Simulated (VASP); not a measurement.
# MgC2 (P-3m1) in VASP: further runs

Runs on MgC2. Level: PBEsol. Tasks: single point.

Program: VASP 6.6.1. These are calculated values, not measurements. Logs are shortened: lines on timing, memory, paths and dates and some standing lists are left out, and cuts for length are marked.

## 1. The cell of the first run

It takes space group P-3m1 (No. 164, trigonal). The conventional cell has a = 2.598 Å, b = 2.598 Å, c = 4.053 Å, α = 90.00°, β = 90.00°, γ = 120.00°. Mg (site symmetry -3m) has 12 C at 2.34 to 2.71 Å and 6 Mg at 2.60 Å within 3.1 Å. Within 2.1 Å of C (site symmetry 3m) lie 3 C at 1.57 Å.

## 2. Single point, PBEsol

The input, INCAR:

```
PREC = Accurate
ENCUT = 520
EDIFF = 1E-6
ISMEAR = 1
SIGMA = 0.01
LREAL = F
LASPH = T
NELM = 80
ALGO = Normal
ISIF = 2
LWAVE = F
LCHARG = F
GGA = PS
NBANDS = 12
```

The input, KPOINTS:

```
Automatic mesh
0
Gamma
  5 5 3
```

The input, POSCAR:

```
MgC2
1.0
    2.5975570730      0.0000000000      0.0000000000
   -1.2987785365      2.2495504130      0.0000000000
    0.0000000000      0.0000000000      4.0529813095
Mg C
1 2
Direct
    0.0000000000      0.0000000000      0.0000000000
    0.3333333333      0.6666666667      0.4419012104
    0.6666666667      0.3333333333      0.5580987896
```

Potentials or basis: VASP PAW PBE potentials, release 64 (Mg, C).

Run with:

```sh
$ cat potpaw_PBE.64/Mg/POTCAR potpaw_PBE.64/C/POTCAR > POTCAR
$ mpirun -np 1 vasp_std > vasp.out
```

OUTCAR:

```text
PREC = Accurate
   ENCUT = 520
   EDIFF = 1E-6
   ISMEAR = 1
   LREAL = F
   LASPH = T
   NELM = 80
   ISIF = 2
   GGA = PS

 ion  position               nearest neighbor table
   1  0.000  0.000  0.000-   2 2.34   3 2.34   3 2.34   2 2.34   3 2.34   2 2.34   3 2.71   2 2.71
                             3 2.71   2 2.71   3 2.71   2 2.71
   2  0.333  0.667  0.442-   3 1.57   3 1.57   3 1.57   1 2.34   1 2.34   1 2.34   1 2.71   1 2.71
                             1 2.71
   3  0.667  0.333  0.558-   2 1.57   2 1.57   2 1.57   1 2.34   1 2.34   1 2.34   1 2.71   1 2.71
                             1 2.71

  LATTYP: Found a hexagonal cell.
 ALAT       =     2.5975570730
 C/A-ratio  =     1.5603050080

  Lattice vectors:

 A1 = (   2.5975570730,   0.0000000000,   0.0000000000)
 A2 = (  -1.2987785365,   2.2495504130,   0.0000000000)
 A3 = (   0.0000000000,   0.0000000000,   4.0529813095)

Analysis of symmetry for initial positions (statically):
=====================================================================
 Subroutine PRICEL returns:
 Original cell was already a primitive cell.

 Routine SETGRP: Setting up the symmetry group for a
 hexagonal supercell.

 Subroutine GETGRP returns: Found 12 space group operations
 (whereof 12 operations were pure point group operations)
 out of a pool of 24 trial point group operations.

The static configuration has the point symmetry D_3d.

Analysis of symmetry for dynamics (positions and initial velocities):
=====================================================================
 Subroutine PRICEL returns:
 Original cell was already a primitive cell.

 Routine SETGRP: Setting up the symmetry group for a
 hexagonal supercell.

 Subroutine GETGRP returns: Found 12 space group operations
 (whereof 12 operations were pure point group operations)
 out of a pool of 24 trial point group operations.

The dynamic configuration has the point symmetry D_3d.

 Subroutine INISYM returns: Found 12 space group operations
 (whereof 12 operations are pure point group operations),
 and found     1 'primitive' translations

----------------------------------------------------------------------------------------

                                     Primitive cell

  volume of cell :      23.6829

  direct lattice vectors                    reciprocal lattice vectors
     2.597557073  0.000000000  0.000000000     0.384977104  0.222266635  0.000000000
[... 87 lines left out ...]
   NUPDOWN=      -1.0000    fix difference up-down
   EMIN   =  10.00;   EMAX   =-10.00  energy-range for DOS
   EFERMI =   0.00;   METHOD = LEGACY
   ISMEAR =     1;   SIGMA  =   0.01  broadening in eV -4-tet -1-fermi 0-gaus
   EFERMI_NEDOS =   21; number of points for ismear=-14 and -15
   IALGO  =     38    algorithm
   IMIX   =      4    mixing-type and parameters
     AMIX     =   0.40;   BMIX     =  1.00
     AMIX_MAG =   1.60;   BMIX_MAG =  1.00
  volume/ion in A,a.u.               =       7.89        53.27
  Fermi-wavevector in a.u.,A,eV,Ry     =   1.228183  2.320929 20.523478  1.508433
  Thomas-Fermi vector in A             =   2.363118
   LORBIT       =      0    0 simple, 1 ext, 2 COOP (PROOUT), +10 PAW based schemes
   GGA     = PS    functional components
   LHFCALC =     F    Hartree Fock is set to
   AEXX    =    0.0000 exact exchange contribution
   IVDW    =     0    specifies the selected vdW correction
   LEPSILON=     F    determine dielectric tensor
   LRPA    =     F    only Hartree local field effects (RPA)
 non-spin polarized calculation
 Methfessel and Paxton  Order N= 1 SIGMA  =   0.01
  energy-cutoff  :      520.00
  volume of cell :       23.68
 maximum number of plane-waves:       649
 NGX is ok and might be reduce to    20
   NGX =  9   NGY =  9   NGZ = 15

 number of electron      10.0000000 magnetization

 number of electron       9.9999999 magnetization

 Free energy of the ion-electron system (eV)
  ---------------------------------------------------
  ext. energy  EPLUGINS =         0.00000000
  ---------------------------------------------------
  free energy    TOTEN  =       -19.39492303 eV

  energy without entropy =      -19.39492303  energy(sigma->0) =      -19.39492303

 E-fermi :   7.9691     XC(G=0): -12.0923

 val. band max:        7.8950107860   @ k =   0.2000  -0.0000   0.3333
 cond. band min:      10.2541529006   @ k =   0.4000   0.0000   0.0000
 fundamental gap:      2.3591421146
 Fermi energy:         7.9690970678

 k-point     1 :       0.0000    0.0000    0.0000
  band No.  band energies     occupation
      1     -10.9901      2.00000
      2      -0.3847      2.00000
      3       3.3723      2.00000
      4       5.8919      2.00000
      5       5.8919      2.00000
      6      14.1970      0.00000
      7      14.1970      0.00000
      8      15.9449      0.00000
      9      16.1800      0.00000
     10      22.8523      0.00000
     11      24.0555      0.00000
     12      26.0456      0.00000
[... 151 lines left out ...]
 k-point    12 :       0.4000    0.2000    0.3333
  band No.  band energies     occupation
      1      -5.2958      2.00000
      2      -3.9791      2.00000
      3       0.1345      2.00000
      4       3.4623      2.00000
      5       5.4055      2.00000
      6      12.6128      0.00000
      7      13.8102      0.00000
      8      14.9646      0.00000
      9      16.4955      0.00000
     10      20.8873      0.00000
     11      21.4028      0.00000
     12      22.8677      0.00000

------------------------ aborting loop because EDIFF is reached ----------------------------------------

  FORCE on cell =-STRESS in cart. coord.  units (eV):
  Direction    XX          YY          ZZ          XY          YZ          ZX
  --------------------------------------------------------------------------------------
  -------------------------------------------------------------------------------------
  Total        1.6128505      1.6128505      1.4542247      0.0000000     -0.0000000      0.0000000
  in kB      109.1111858    109.1111858     98.3799644      0.0000000     -0.0000000      0.0000000
  external PRESSURE =     105.5341120 kB  Pullay stress =       0.0000000 kB

 VOLUME and BASIS-vectors are now :
 -----------------------------------------------------------------------------
  energy-cutoff  :      520.00
  volume of cell :       23.68
      direct lattice vectors                 reciprocal lattice vectors
     2.597557073  0.000000000  0.000000000     0.384977104  0.222266635  0.000000000
    -1.298778536  2.249550413  0.000000000     0.000000000  0.444533270  0.000000000
     0.000000000  0.000000000  4.052981309     0.000000000  0.000000000  0.246731954

 POSITION                                       TOTAL-FORCE (eV/Angst)
 -----------------------------------------------------------------------------------
      0.00000      0.00000      0.00000        -0.000000      0.000000      0.000000
     -0.00000      1.49970      1.79102        -0.000000     -0.000000     -0.027091
      1.29878      0.74985      2.26196         0.000000      0.000000      0.027091
 -----------------------------------------------------------------------------------
    total drift:                                0.000000     -0.000000      0.000000

  FREE ENERGIE OF THE ION-ELECTRON SYSTEM (eV)
  ---------------------------------------------------
  free  energy   TOTEN  =       -19.3949230300 eV

  energy  without entropy=      -19.3949230300  energy(sigma->0) =      -19.39492303
```

stdout:

```text
POSCAR found type information on POSCAR MgC
 POSCAR found :  2 types and       3 ions
 scaLAPACK will be used
 -----------------------------------------------------------------------------
|                                                                             |
|                                                                             |
|     You enforced a specific xc type in the INCAR file but a different       |
|     I HOPE YOU KNOW WHAT YOU ARE DOING!                                     |
|                                                                             |
 -----------------------------------------------------------------------------

 LDA part: xc-table for (Slater+PW92), standard interpolation
 POSCAR, INCAR and KPOINTS ok, starting setup
 FFT: planning ... GRIDC
 FFT: planning ... GRID_SOFT
 FFT: planning ... GRID
 WAVECAR not read
 entering main loop
```

Wall time 8.6 s (1 thread of Intel Xeon 8259CL, shared host); peak memory 0.13 GiB.

What came out:

```yaml
Free_energy: -19.3949 eV
Pressure: 10.6 GPa
Largest_force: 0.027 eV/Å
Band_gap_on_the_k_mesh: 2.36 eV (least direct gap 3.95 eV)
```

Forces on the atoms (eV/Å):
```
Mg   0.000  0.000  0.000
C    0.000  0.000 -0.027
C    0.000  0.000  0.027
```

Stress tensor (GPa, compression positive):
```
10.91  0.00  0.00
 0.00 10.91  0.00
 0.00  0.00  9.84
```

Caveat: the k points lie up to 0.56 Å⁻¹ apart; the PAW data sets were made with another functional, which shifts forces and pressure a little.

(Part 1 of 2 ends here.)
